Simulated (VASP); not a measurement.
# LiH (Fm-3m) in VASP: further runs

The runs below take LiH through single point, with LDA.

Everything below comes from runs of VASP 6.6.1. Logs are shortened: lines on timing, memory, paths and dates and some standing lists are left out, and cuts for length are marked.

**1. The cell of the first run**

Symmetry: Fm-3m, No. 225, cubic system. The conventional cell has a = 3.925 Å, b = 3.925 Å, c = 3.925 Å, α = 90.00°, β = 90.00°, γ = 90.00°. Li (site symmetry m-3m) has 6 H at 1.96 Å within 2.6 Å. H (site symmetry m-3m) has 6 Li at 1.96 Å within 2.6 Å.

**2. Single point, LDA**

INCAR

```
SYSTEM = LiH
ALGO = Normal
EDIFF = 1E-6
ENCUT = 750
GGA_COMPAT = .FALSE.
ISIF = 2
ISMEAR = 0
LASPH = .TRUE.
LCHARG = .FALSE.
LREAL = .FALSE.
LWAVE = .FALSE.
NBANDS = 9
NELM = 120
PREC = Accurate
SIGMA = 0.01
```

KPOINTS

```
k-points
0
G
  4 4 4
  0 0 0
```

POSCAR

```
LiH
1.0
    0.0000000000      1.9626963714      1.9626963714
    1.9626963714      0.0000000000      1.9626963714
    1.9626963714      1.9626963714      0.0000000000
Li H
1 1
Direct
    0.0000000000      0.0000000000      0.0000000000
    0.5000000000      0.5000000000      0.5000000000
```

Potentials or basis: VASP PAW LDA potentials, release 64 (Li_sv, H).

The run is started by

```console
cat potpaw_LDA.64/Li_sv/POTCAR potpaw_LDA.64/H/POTCAR > POTCAR
mpirun -np 1 vasp_std > vasp.out
```

OUTCAR:

```text
SYSTEM = LiH
   EDIFF = 1E-6
   ENCUT = 750
   ISIF = 2
   ISMEAR = 0
   LASPH = .TRUE.
   LREAL = .FALSE.
   NELM = 120
   PREC = Accurate

 ion  position               nearest neighbor table
   1  0.000  0.000  0.000-
   2  0.500  0.500  0.500-

  LATTYP: Found a face centered cubic cell.
 ALAT       =     3.9253927428

  Lattice vectors:

 A1 = (   0.0000000000,   1.9626963714,   1.9626963714)
 A2 = (   1.9626963714,   0.0000000000,   1.9626963714)
 A3 = (   1.9626963714,   1.9626963714,   0.0000000000)

Analysis of symmetry for initial positions (statically):
=====================================================================
 Subroutine PRICEL returns:
 Original cell was already a primitive cell.

 Routine SETGRP: Setting up the symmetry group for a
 face centered cubic supercell.

 Subroutine GETGRP returns: Found 48 space group operations
 (whereof 48 operations were pure point group operations)
 out of a pool of 48 trial point group operations.

The static configuration has the point symmetry O_h .

Analysis of symmetry for dynamics (positions and initial velocities):
=====================================================================
 Subroutine PRICEL returns:
 Original cell was already a primitive cell.

 Routine SETGRP: Setting up the symmetry group for a
 face centered cubic supercell.

 Subroutine GETGRP returns: Found 48 space group operations
 (whereof 48 operations were pure point group operations)
 out of a pool of 48 trial point group operations.

The dynamic configuration has the point symmetry O_h .

 Subroutine INISYM returns: Found 48 space group operations
 (whereof 48 operations are pure point group operations),
 and found     1 'primitive' translations

----------------------------------------------------------------------------------------

                                     Primitive cell

  volume of cell :      15.1213

  direct lattice vectors                    reciprocal lattice vectors
     0.000000000  1.962696371  1.962696371    -0.254751579  0.254751579  0.254751579
     1.962696371  0.000000000  1.962696371     0.254751579 -0.254751579  0.254751579
     1.962696371  1.962696371  0.000000000     0.254751579  0.254751579 -0.254751579

  length of vectors
     2.775671827  2.775671827  2.775671827     0.441242678  0.441242678  0.441242678

  position of ions in fractional coordinates (direct lattice)
     0.000000000  0.000000000  0.000000000
     0.500000000  0.500000000  0.500000000

  ion indices of the primitive-cell ions
   primitive index   ion index
                 1           1
                 2           2

----------------------------------------------------------------------------------------

 KPOINTS: k-points

Automatic generation of k-mesh.
 Grid dimensions read from file:
 generate k-points for:    4    4    4

 Generating k-lattice:

  Cartesian coordinates                     Fractional coordinates (reciprocal lattice)
    -0.063687895  0.063687895  0.063687895     0.250000000  0.000000000  0.000000000
     0.063687895 -0.063687895  0.063687895     0.000000000  0.250000000  0.000000000
     0.063687895  0.063687895 -0.063687895     0.000000000  0.000000000  0.250000000

  Length of vectors
     0.110310670  0.110310670  0.110310670

  Shift w.r.t. Gamma in fractional coordinates (k-lattice)
     0.000000000  0.000000000  0.000000000

 Subroutine IBZKPT returns following result:
 ===========================================

 Found      8 irreducible k-points:

 Following reciprocal coordinates:
            Coordinates               Weight
  0.000000  0.000000  0.000000      1.000000
  0.250000  0.000000  0.000000      8.000000
  0.500000  0.000000  0.000000      4.000000
  0.250000  0.250000  0.000000      6.000000
  0.500000  0.250000  0.000000     24.000000
 -0.250000  0.250000  0.000000     12.000000
  0.500000  0.500000  0.000000      3.000000
 -0.250000  0.500000  0.250000      6.000000
   k-points           NKPTS =      8   k-points in BZ     NKDIM =      8   number of bands    NBANDS=      9
   number of dos      NEDOS =    301   number of ions     NIONS =      2
   total plane-waves  NPLWV =  21952
   dimension x,y,z NGX =    28 NGY =   28 NGZ =   28
   dimension x,y,z NGXF=    56 NGYF=   56 NGZF=   56
   ions per type =               1   1
   NGX,Y,Z   is equivalent  to a cutoff of  16.77, 16.77, 16.77 a.u.
   NGXF,Y,Z  is equivalent  to a cutoff of  33.54, 33.54, 33.54 a.u.
 SYSTEM =  LiH
   PREC   = accura    normal or accurate (medium, high low for compatibility)
   ISTART =      0    job   : 0-new  1-cont  2-samecut
   ICHARG =      2    charge: 1-file 2-atom 10-const
   ISPIN  =      1    spin polarized calculation?
   LNONCOLLINEAR =      F non collinear calculations
   LSORBIT =      F    spin-orbit coupling
   LASPH  =      T    aspherical Exc in radial PAW
   ENCUT  =  750.0 eV  55.12 Ry    7.42 a.u.   6.20  6.20  6.20*2*pi/ulx,y,z
   NELM   =    120;   NELMIN=  2; NELMDL= -5     # of ELM steps
   EDIFF  = 0.1E-05   stopping-criterion for ELM
   LREAL  =      F    real-space projection
   EDIFFG = 0.1E-04   stopping-criterion for IOM
   NSW    =      0    number of steps for IOM
   IBRION =     -1    ionic relax: 0-MD 1-quasi-New 2-CG
   NFREE  =      0    steps in history (QN), initial steepest desc. (CG)
   ISIF   =      2    stress and relaxation
   ISYM   =      2    0-nonsym 1-usesym 2-fastsym
   POTIM  = 0.5000    time-step for ionic-motion
   TEBEG  =    0.0;   TEEND  =   0.0 temperature during run
   PSTRESS=    0.0 pullay stress
   NELECT =       4.0000    total number of electrons
   NUPDOWN=      -1.0000    fix difference up-down
   EMIN   =  10.00;   EMAX   =-10.00  energy-range for DOS
   EFERMI =   0.00;   METHOD = LEGACY
   ISMEAR =     0;   SIGMA  =   0.01  broadening in eV -4-tet -1-fermi 0-gaus
   EFERMI_NEDOS =   21; number of points for ismear=-14 and -15
   IALGO  =     38    algorithm
   IMIX   =      4    mixing-type and parameters
     AMIX     =   0.40;   BMIX     =  1.00
     AMIX_MAG =   1.60;   BMIX_MAG =  1.00
  volume/ion in A,a.u.               =       7.56        51.02
  Fermi-wavevector in a.u.,A,eV,Ry     =   1.050909  1.985930 15.026402  1.104409
  Thomas-Fermi vector in A             =   2.185931
   LORBIT       =      0    0 simple, 1 ext, 2 COOP (PROOUT), +10 PAW based schemes
   GGA     = CA    functional components
   LHFCALC =     F    Hartree Fock is set to
   AEXX    =    0.0000 exact exchange contribution
   IVDW    =     0    specifies the selected vdW correction
   LEPSILON=     F    determine dielectric tensor
   LRPA    =     F    only Hartree local field effects (RPA)
 non-spin polarized calculation
 Gauss-broadening in eV      SIGMA  =   0.01
  energy-cutoff  :      750.00
  volume of cell :       15.12
 maximum number of plane-waves:       725
 NGX is ok and might be reduce to    28
   NGX = 13   NGY = 13   NGZ = 13

 number of electron       4.0000001 magnetization

 Free energy of the ion-electron system (eV)
  ---------------------------------------------------
  ext. energy  EPLUGINS =         0.00000000
  ---------------------------------------------------
  free energy    TOTEN  =        -6.47496452 eV

  energy without entropy =       -6.47496452  energy(sigma->0) =       -6.47496452

 E-fermi :   0.6694     XC(G=0):  -9.0091

 val. band max:        0.5423657760   @ k =   0.5000   0.5000   0.0000
 cond. band min:       3.0699065944   @ k =   0.5000   0.5000   0.0000
 fundamental gap:      2.5275408185
 Fermi energy:         0.6693898490

 k-point     1 :       0.0000    0.0000    0.0000
  band No.  band energies     occupation
      1     -42.9132      2.00000
      2      -5.2716      2.00000
      3      17.4901      0.00000
      4      18.5597      0.00000
      5      18.5597      0.00000
      6      18.5597      0.00000
      7      23.5208      0.00000
      8      23.5208      0.00000
      9      23.5208      0.00000

 k-point     2 :       0.2500    0.0000    0.0000
  band No.  band energies     occupation
      1     -42.8801      2.00000
      2      -4.1956      2.00000
      3      10.3108      0.00000
      4      16.0968      0.00000
      5      17.2533      0.00000
      6      17.2533      0.00000
      7      23.1127      0.00000
      8      23.1127      0.00000
      9      24.5969      0.00000

 k-point     3 :       0.5000    0.0000    0.0000
  band No.  band energies     occupation
      1     -42.8469      2.00000
      2      -2.4201      2.00000
      3       5.3016      0.00000
      4      14.6105      0.00000
      5      17.0562      0.00000
      6      17.0562      0.00000
      7      19.9562      0.00000
      8      19.9562      0.00000
      9      28.5512      0.00000

 k-point     4 :       0.2500    0.2500    0.0000
  band No.  band energies     occupation
      1     -42.8696      2.00000
      2      -3.7107      2.00000
      3      11.2429      0.00000
      4      13.5222      0.00000
      5      13.5222      0.00000
      6      16.9957      0.00000
      7      18.5520      0.00000
      8      28.0962      0.00000
      9      31.0942      0.00000

 k-point     5 :       0.5000    0.2500    0.0000
  band No.  band energies     occupation
      1     -42.8370      2.00000
      2      -1.4400      2.00000
      3       5.7684      0.00000
      4       9.4260      0.00000
      5      12.9674      0.00000
      6      17.1553      0.00000
      7      22.4591      0.00000
      8      27.4527      0.00000
      9      29.5313      0.00000

 k-point     6 :      -0.2500    0.2500    0.0000
  band No.  band energies     occupation
      1     -42.8475      2.00000
      2      -2.4408      2.00000
      3       7.8288      0.00000
      4       8.9776      0.00000
      5      15.8246      0.00000
      6      16.6367      0.00000
      7      24.2009      0.00000
      8      26.6009      0.00000
      9      28.3885      0.00000

 k-point     7 :       0.5000    0.5000    0.0000
  band No.  band energies     occupation
      1     -42.8270      2.00000
      2       0.5424      2.00000
      3       3.0699      0.00000
      4      11.2134      0.00000
      5      11.2134      0.00000
      6      14.5677      0.00000
      7      18.3818      0.00000
      8      36.4000      0.00000
      9      36.4000      0.00000

 k-point     8 :      -0.2500    0.5000    0.2500
  band No.  band energies     occupation
      1     -42.8265      2.00000
      2       0.2473      2.00000
      3       5.4527      0.00000
      4       5.4527      0.00000
      5      12.5257      0.00000
      6      18.4513      0.00000
      7      25.1130      0.00000
      8      25.1130      0.00000
      9      29.3237      0.00000

------------------------ aborting loop because EDIFF is reached ----------------------------------------

  FORCE on cell =-STRESS in cart. coord.  units (eV):
  Direction    XX          YY          ZZ          XY          YZ          ZX
  --------------------------------------------------------------------------------------
  -------------------------------------------------------------------------------------
  Total       -0.0129846     -0.0129846     -0.0129846     -0.0000000      0.0000000      0.0000000
  in kB       -1.3757849     -1.3757849     -1.3757849     -0.0000000      0.0000000      0.0000000
  external PRESSURE =      -1.3757849 kB  Pullay stress =       0.0000000 kB

 VOLUME and BASIS-vectors are now :
 -----------------------------------------------------------------------------
  energy-cutoff  :      750.00
  volume of cell :       15.12
      direct lattice vectors                 reciprocal lattice vectors
     0.000000000  1.962696371  1.962696371    -0.254751579  0.254751579  0.254751579
     1.962696371  0.000000000  1.962696371     0.254751579 -0.254751579  0.254751579
     1.962696371  1.962696371  0.000000000     0.254751579  0.254751579 -0.254751579

 POSITION                                       TOTAL-FORCE (eV/Angst)
 -----------------------------------------------------------------------------------
      0.00000      0.00000      0.00000        -0.000000      0.000000     -0.000000
      1.96270      1.96270      1.96270         0.000000      0.000000      0.000000
 -----------------------------------------------------------------------------------
    total drift:                                0.000000      0.000000      0.000000

  FREE ENERGIE OF THE ION-ELECTRON SYSTEM (eV)
  ---------------------------------------------------
  free  energy   TOTEN  =        -6.4749645201 eV

  energy  without entropy=       -6.4749645201  energy(sigma->0) =       -6.47496452
```

It took 3 s on 1 thread of Intel Xeon Platinum 8259CL at 2.50GHz (Skylake/Cascade Lake), shared host; peak memory 0.13 GiB.

Results:

* Free energy: -6.4750 eV
* Pressure: -0.1 GPa
* Band gap on the k mesh: 2.53 eV

Levels at points of the mesh, in eV from the valence-band top:
```tsv
k point	band 1	band 2	band 3	band 4	band 5
(0.00, 0.00, 0.00)	-43.46	-5.81	16.95	18.02	18.02
(0.50, 0.00, 0.00)	-43.39	-2.96	4.76	14.07	16.51
(0.50, 0.50, 0.00)	-43.37	0.00	2.53	10.67	10.67
```

Caveat: the k points lie up to 0.69 Å⁻¹ apart.

(Part 1 of 2 ends here.)
